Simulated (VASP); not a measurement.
# Si32N (a cell with a defect) in VASP: single point with PBEsol

Aim: the single point of Si32N (a cell with a defect) with PBEsol.

All numbers are computed with VASP 6.6.1; they aren't measurements. Logs are shortened: lines on timing, memory, paths and dates and some standing lists are left out, and cuts for length are marked.

### Step 1. The cell of the first run

The cell holds a defect, 33 atoms: a = 9.412 Å, b = 9.412 Å, c = 9.412 Å, α = 109.47°, β = 109.47°, γ = 109.47°.

### Step 2. Single point, PBEsol (with an interstitial atom, then relaxed in part)

INCAR

```
SYSTEM = Si32N
ALGO = Normal ; EDIFF = 1E-7
ENCUT = 520 ; GGA = PS
ISIF = 2 ; ISMEAR = 0
LASPH = .TRUE. ; LCHARG = .FALSE.
LREAL = Auto ; LWAVE = .FALSE.
NBANDS = 88 ; NELECT = 134.0
NELM = 100 ; PREC = Accurate
SIGMA = 0.02
```

KPOINTS

```
k-points
0
G
  3 3 3
  0 0 0
```

POSCAR

```
Si32N
1.0
    5.4338341026      5.4338341026     -5.4338341026
   -5.4338341026     -5.4338341026     -5.4338341026
   -5.4338341026      5.4338341026      5.4338341026
Si N
32 1
Direct
    0.2143498580      0.5089118518      0.0089952276
    0.5004615230      0.2560842428      0.0020247399
    0.7555062616      0.0009981027      0.0020636889
    0.7555059073      0.5019613319      0.5011192059
    0.0083022802      0.5089374711      0.2149695839
    0.2506170889      0.2281603591      0.2513272047
    0.4971070438     -0.0022422474      0.2415517159
    0.7275039992      0.7512072887      0.2512723632
    0.0083354402      0.7149357060      0.0089057663
    0.5004091706      0.5020006380      0.7560781554
    0.7312270950      0.2318277757      0.7318850480
    0.0014087958      0.2560821295      0.5011138627
    0.2408714845     -0.0023750803      0.4977019265
    0.4971132918      0.7415041528      0.4977323626
    0.0013653401      0.0010768995      0.7560597807
    0.2506576330      0.7512967350      0.7281984540
    0.2588604145      0.7593837403     -0.0228007364
    0.4778624696      0.5000072862      0.0000166523
    0.7476001145      0.2481363810     -0.0060147042
    0.7509161294      0.7520138305      0.5065623355
   -0.0234991535      0.7593851216      0.2593774055
    0.2587775376      0.4771582505      0.2594704066
    0.5059137380      0.2515794959      0.2521069167
    0.7509269869      0.0065355903      0.2521436106
   -0.0005158383     -0.0214872529      0.0000311476
    0.5059271015      0.7521065928      0.7515590929
    0.7475531794      0.4939196027      0.7482354562
   -0.0005203991      0.5000393860      0.4785469572
    0.2514632287      0.2514558844      0.5065830812
    0.4808010289     -0.0186129678      0.4814079995
   -0.0066731409      0.2482154738      0.7482290408
    0.2514692755      0.0065534929      0.7515575971
    0.1009666683      0.6015846797      0.1016030375
```

Potentials or basis: VASP PAW PBE potentials, release 64 (Si, N).

Run with:

```sh
> cat potpaw_PBE.64/Si/POTCAR potpaw_PBE.64/N/POTCAR > POTCAR
> mpirun -np 1 vasp_std > vasp.out
```

OUTCAR:

```text
SYSTEM = Si32N
   EDIFF = 1E-7
   ENCUT = 520
   GGA = PS
   ISIF = 2
   ISMEAR = 0
   LASPH = .TRUE.
   LREAL = Auto
   NELECT = 134.0
   NELM = 100
   PREC = Accurate

 ion  position               nearest neighbor table
   1  0.214  0.509  0.009-  33 1.84  31 2.36  22 2.39  17 2.39  18 2.54
   2  0.500  0.256  0.002-  32 2.35  23 2.35  19 2.38  18 2.38
   3  0.756  0.001  0.002-  26 2.35  24 2.35  19 2.38  25 2.38
   4  0.756  0.502  0.501-  23 2.35  20 2.35  27 2.38  28 2.38
   5  0.008  0.509  0.215-  33 1.84  19 2.36  21 2.39  22 2.39  28 2.54
   6  0.251  0.228  0.251-  22 2.29  29 2.34  23 2.34  25 2.36
   7  0.497  0.998  0.242-  24 2.33  23 2.33  17 2.34  30 2.36
   8  0.728  0.751  0.251-  21 2.29  20 2.34  24 2.34  18 2.36
   9  0.008  0.715  0.009-  33 1.84  27 2.36  17 2.39  21 2.39  25 2.54
  10  0.500  0.502  0.756-  29 2.35  26 2.35  27 2.38  18 2.38
  11  0.731  0.232  0.732-  30 2.36  31 2.37  27 2.37  19 2.37
  12  0.001  0.256  0.501-  24 2.35  29 2.35  31 2.38  28 2.38
  13  0.241  0.998  0.498-  29 2.33  32 2.33  21 2.34  30 2.36
  14  0.497  0.742  0.498-  20 2.33  26 2.33  22 2.34  30 2.36
  15  0.001  0.001  0.756-  20 2.35  32 2.35  31 2.38  25 2.38
[... 15 lines left out ...]
  31  0.993  0.248  0.748-   1 2.36  11 2.37  15 2.38  12 2.38
  32  0.251  0.007  0.752-  13 2.33  16 2.34   2 2.35  15 2.35
  33  0.101  0.602  0.102-   9 1.84   1 1.84   5 1.84

  LATTYP: Found a body centered cubic cell.
 ALAT       =    10.8676682052

  Lattice vectors:

 A1 = (   5.4338341026,   5.4338341026,  -5.4338341026)
 A2 = (  -5.4338341026,  -5.4338341026,  -5.4338341026)
 A3 = (  -5.4338341026,   5.4338341026,   5.4338341026)

Analysis of symmetry for initial positions (statically):
=====================================================================
 Subroutine PRICEL returns:
 Original cell was already a primitive cell.

 Routine SETGRP: Setting up the symmetry group for a
 body centered cubic supercell.

 Subroutine GETGRP returns: Found  1 space group operations
 (whereof  1 operations were pure point group operations)
 out of a pool of 48 trial point group operations.

The static configuration has the point symmetry C_1 .

Analysis of symmetry for dynamics (positions and initial velocities):
=====================================================================
 Subroutine PRICEL returns:
 Original cell was already a primitive cell.

 Routine SETGRP: Setting up the symmetry group for a
 body centered cubic supercell.

 Subroutine GETGRP returns: Found  1 space group operations
 (whereof  1 operations were pure point group operations)
 out of a pool of 48 trial point group operations.

The dynamic configuration has the point symmetry C_1 .

 Subroutine INISYM returns: Found  1 space group operations
 (whereof  1 operations are pure point group operations),
 and found     1 'primitive' translations

----------------------------------------------------------------------------------------

                                     Primitive cell

  volume of cell :     641.7696

  direct lattice vectors                    reciprocal lattice vectors
     5.433834103  5.433834103 -5.433834103     0.000000000  0.092016059 -0.092016059
    -5.433834103 -5.433834103 -5.433834103    -0.092016059  0.000000000 -0.092016059
    -5.433834103  5.433834103  5.433834103    -0.092016059  0.092016059  0.000000000

  length of vectors
     9.411676746  9.411676746  9.411676746     0.130130359  0.130130359  0.130130359

  position of ions in fractional coordinates (direct lattice)
     0.214349858  0.508911852  0.008995228
     0.500461523  0.256084243  0.002024740
     0.755506262  0.000998103  0.002063689
     0.755505907  0.501961332  0.501119206
     0.008302280  0.508937471  0.214969584
     0.250617089  0.228160359  0.251327205
[... 25 lines left out ...]
     0.251469275  0.006553493  0.751557597
     0.100966668  0.601584680  0.101603037

  ion indices of the primitive-cell ions
   primitive index   ion index
                 1           1
                 2           2
                 3           3
                 4           4
                 5           5
                 6           6
[... 25 lines left out ...]
                32          32
                33          33

----------------------------------------------------------------------------------------

 KPOINTS: k-points

Automatic generation of k-mesh.
 Grid dimensions read from file:
 generate k-points for:    3    3    3

 Generating k-lattice:

  Cartesian coordinates                     Fractional coordinates (reciprocal lattice)
     0.000000000  0.030672020 -0.030672020     0.333333333  0.000000000  0.000000000
    -0.030672020  0.000000000 -0.030672020     0.000000000  0.333333333  0.000000000
    -0.030672020  0.030672020  0.000000000     0.000000000  0.000000000  0.333333333

  Length of vectors
     0.043376786  0.043376786  0.043376786

  Shift w.r.t. Gamma in fractional coordinates (k-lattice)
     0.000000000  0.000000000  0.000000000

 Subroutine IBZKPT returns following result:
 ===========================================

 Found     14 irreducible k-points:

 Following reciprocal coordinates:
            Coordinates               Weight
  0.000000  0.000000  0.000000      1.000000
  0.333333  0.000000  0.000000      2.000000
  0.000000  0.333333  0.000000      2.000000
  0.000000  0.000000  0.333333      2.000000
  0.333333  0.000000 -0.333333      2.000000
  0.333333 -0.333333  0.000000      2.000000
  0.000000  0.333333 -0.333333      2.000000
  0.333333  0.333333  0.000000      2.000000
  0.000000  0.333333  0.333333      2.000000
  0.333333  0.000000  0.333333      2.000000
 -0.333333 -0.333333 -0.333333      2.000000
 -0.333333  0.333333  0.333333      2.000000
  0.333333 -0.333333  0.333333      2.000000
  0.333333  0.333333 -0.333333      2.000000
   k-points           NKPTS =     14   k-points in BZ     NKDIM =     14   number of bands    NBANDS=     88
   number of dos      NEDOS =    301   number of ions     NIONS =     33
   total plane-waves  NPLWV = 343000
   dimension x,y,z NGX =    70 NGY =   70 NGZ =   70
   dimension x,y,z NGXF=   140 NGYF=  140 NGZF=  140
   ions per type =              32   1
   NGX,Y,Z   is equivalent  to a cutoff of  12.36, 12.36, 12.36 a.u.
   NGXF,Y,Z  is equivalent  to a cutoff of  24.73, 24.73, 24.73 a.u.
 SYSTEM =  Si32N
   PREC   = accura    normal or accurate (medium, high low for compatibility)
   ISTART =      0    job   : 0-new  1-cont  2-samecut
   ICHARG =      2    charge: 1-file 2-atom 10-const
   ISPIN  =      1    spin polarized calculation?
   LNONCOLLINEAR =      F non collinear calculations
   LSORBIT =      F    spin-orbit coupling
   LASPH  =      T    aspherical Exc in radial PAW
   ENCUT  =  520.0 eV  38.22 Ry    6.18 a.u.  17.50 17.50 17.50*2*pi/ulx,y,z
   NELM   =    100;   NELMIN=  2; NELMDL= -5     # of ELM steps
   EDIFF  = 0.1E-06   stopping-criterion for ELM
   LREAL  =      T    real-space projection
   EDIFFG = 0.1E-05   stopping-criterion for IOM
   NSW    =      0    number of steps for IOM
   IBRION =     -1    ionic relax: 0-MD 1-quasi-New 2-CG
   NFREE  =      0    steps in history (QN), initial steepest desc. (CG)
   ISIF   =      2    stress and relaxation
   ISYM   =      2    0-nonsym 1-usesym 2-fastsym
   POTIM  = 0.5000    time-step for ionic-motion
   TEBEG  =    0.0;   TEEND  =   0.0 temperature during run
   PSTRESS=    0.0 pullay stress
   NELECT =     134.0000    total number of electrons
   NUPDOWN=      -1.0000    fix difference up-down
   EMIN   =  10.00;   EMAX   =-10.00  energy-range for DOS
   EFERMI =   0.00;   METHOD = LEGACY
   ISMEAR =     0;   SIGMA  =   0.02  broadening in eV -4-tet -1-fermi 0-gaus
   EFERMI_NEDOS =   21; number of points for ismear=-14 and -15
   IALGO  =     38    algorithm
   IMIX   =      4    mixing-type and parameters
     AMIX     =   0.40;   BMIX     =  1.00
     AMIX_MAG =   1.60;   BMIX_MAG =  1.00
  volume/ion in A,a.u.               =      19.45       131.24
  Fermi-wavevector in a.u.,A,eV,Ry     =   0.971218  1.835336 12.833891  0.943264
  Thomas-Fermi vector in A             =   2.101417
   LORBIT       =      0    0 simple, 1 ext, 2 COOP (PROOUT), +10 PAW based schemes
   GGA     = PS    functional components
   LHFCALC =     F    Hartree Fock is set to
   AEXX    =    0.0000 exact exchange contribution
   IVDW    =     0    specifies the selected vdW correction
   LEPSILON=     F    determine dielectric tensor
   LRPA    =     F    only Hartree local field effects (RPA)
 non-spin polarized calculation
 Gauss-broadening in eV      SIGMA  =   0.02
  energy-cutoff  :      520.00
  volume of cell :      641.77
 maximum number of plane-waves:     17357
 NGX is ok and might be reduce to    70
   NGX = 35   NGY = 35   NGZ = 35

 number of electron     133.9999999 magnetization

 Free energy of the ion-electron system (eV)
  ---------------------------------------------------
  ext. energy  EPLUGINS =         0.00000000
  ---------------------------------------------------
  free energy    TOTEN  =      -183.59204920 eV

  energy without entropy =     -183.59071774  energy(sigma->0) =     -183.59138347

 E-fermi :   6.0793     XC(G=0):  -9.6601

 val. band max:        6.0699567410   @ k =  -0.3333  -0.3333  -0.3333
 cond. band min:       6.1931643364   @ k =   0.3333  -0.3333   0.0000
 fundamental gap:      0.1232075954
 Fermi energy:         6.0793113481

 k-point     1 :       0.0000    0.0000    0.0000
  band No.  band energies     occupation
      1     -10.1121      2.00000
      2      -5.9755      2.00000
      3      -4.4391      2.00000
      4      -4.4390      2.00000
      5      -4.2165      2.00000
      6      -4.2165      2.00000
[... 71 lines left out ...]
     78       8.1471      0.00000
     79       8.1477      0.00000

 k-point     2 :       0.3333    0.0000    0.0000
  band No.  band energies     occupation
      1     -10.1114      2.00000
      2      -5.7876      2.00000
      3      -5.1076      2.00000
      4      -4.6704      2.00000
      5      -4.6189      2.00000
      6      -4.5264      2.00000
[... 976 lines left out ...]
 k-point    14 :       0.3333    0.3333   -0.3333
  band No.  band energies     occupation
      1     -10.1108      2.00000
      2      -5.5919      2.00000
      3      -5.0727      2.00000
      4      -4.9777      2.00000
      5      -4.9066      2.00000
      6      -4.5662      2.00000
[... 71 lines left out ...]
     78       7.9336      0.00000
     79       8.2203      0.00000
 [bands above 79 left out]

------------------------ aborting loop because EDIFF is reached ----------------------------------------

  FORCE on cell =-STRESS in cart. coord.  units (eV):
  Direction    XX          YY          ZZ          XY          YZ          ZX
  --------------------------------------------------------------------------------------
  -------------------------------------------------------------------------------------
  Total       10.8813794     10.8881569     10.8901384      0.7939891      0.8050103     -0.7989636
  in kB       27.1653572     27.1822772     27.1872240      1.9821933      2.0097078     -1.9946122
  external PRESSURE =      27.1782862 kB  Pullay stress =       0.0000000 kB

 VOLUME and BASIS-vectors are now :
 -----------------------------------------------------------------------------
  energy-cutoff  :      520.00
  volume of cell :      641.77
      direct lattice vectors                 reciprocal lattice vectors
     5.433834103  5.433834103 -5.433834103     0.000000000  0.092016059 -0.092016059
    -5.433834103 -5.433834103 -5.433834103    -0.092016059  0.000000000 -0.092016059
    -5.433834103  5.433834103  5.433834103    -0.092016059  0.092016059  0.000000000

 POSITION                                       TOTAL-FORCE (eV/Angst)
 -----------------------------------------------------------------------------------
     -1.64948     -1.55172     -3.88121         0.016846      0.016867     -0.018970
      1.31690      1.33891     -4.09994        -0.000332     -0.003687     -0.005756
      4.08866      4.11109     -4.09951         0.003706      0.001198     -0.007026
     -1.34528      4.10072     -4.10987         0.004003      0.003424     -0.002507
     -3.88848     -1.55226     -1.64249        -0.017853      0.017894      0.018147
     -1.24364      1.48770     -1.23593         0.000922     -0.001288     -0.002817
[... 25 lines left out ...]
     -2.75301      5.41467      2.68179        -0.003403      0.000397      0.000282
     -3.27237     -2.16818     -3.26545        -0.008731      0.009267     -0.008811
 -----------------------------------------------------------------------------------
    total drift:                                0.008108      0.003223     -0.001784

  FREE ENERGIE OF THE ION-ELECTRON SYSTEM (eV)
  ---------------------------------------------------
  free  energy   TOTEN  =      -183.5920492005 eV

  energy  without entropy=     -183.5907177409  energy(sigma->0) =     -183.59138347
```

It took 17 min on 1 thread of Intel Xeon 6975P-C (Granite Rapids), shared host; peak memory 0.94 GiB.

Results:

| Item | Value |
| --- | --- |
| Free energy | -183.5920 eV |
| Largest force | 0.032 eV/Å |

Forces on the atoms (eV/Å):
```
Si   0.017  0.017 -0.019
Si   0.000 -0.004 -0.006
Si   0.004  0.001 -0.007
Si   0.004  0.003 -0.003
Si  -0.018  0.018  0.018
Si   0.001 -0.001 -0.003
Si   0.003 -0.002 -0.009
Si   0.000 -0.001 -0.001
Si  -0.020 -0.017 -0.018
Si  -0.001  0.006  0.003
Si   0.003 -0.003  0.003
Si  -0.002 -0.004 -0.002
Si  -0.005  0.000  0.001
Si   0.002  0.008  0.002
Si  -0.002  0.003  0.005
Si   0.000  0.003  0.004
Si   0.008 -0.011  0.015
Si  -0.005 -0.004  0.005
Si  -0.003  0.001  0.011
Si   0.000  0.002 -0.003
Si   0.015 -0.010  0.010
Si   0.009 -0.014  0.009
Si  -0.002  0.001  0.001
Si   0.001  0.002 -0.001
Si   0.005  0.005  0.006
Si  -0.002  0.002  0.001
Si  -0.001 -0.011 -0.002
Si   0.005 -0.005 -0.004
Si  -0.004 -0.001 -0.001
Si  -0.008  0.007 -0.006
Si   0.010  0.000 -0.001
Si  -0.003  0.000  0.000
N   -0.009  0.009 -0.009
```

Levels at points of the mesh, in eV from the Fermi level:
| k point | band 64 | band 65 | band 66 | band 67 | band 68 | band 69 | band 70 | band 71 |
| --- | --- | --- | --- | --- | --- | --- | --- | --- |
| (0.00, 0.00, 0.00) | -0.45 | -0.45 | -0.12 | 0.14 | 0.14 | 0.43 | 0.43 | 0.54 |

Caveat: the cell carries a net charge on a neutralising background, which shifts energy and pressure; the cell differs from its parent crystal (with an interstitial atom, then relaxed in part); the cell is charged against a uniform background, so pressure and absolute levels hang on convention; the PAW data sets were made with another functional, which shifts forces and pressure a little.
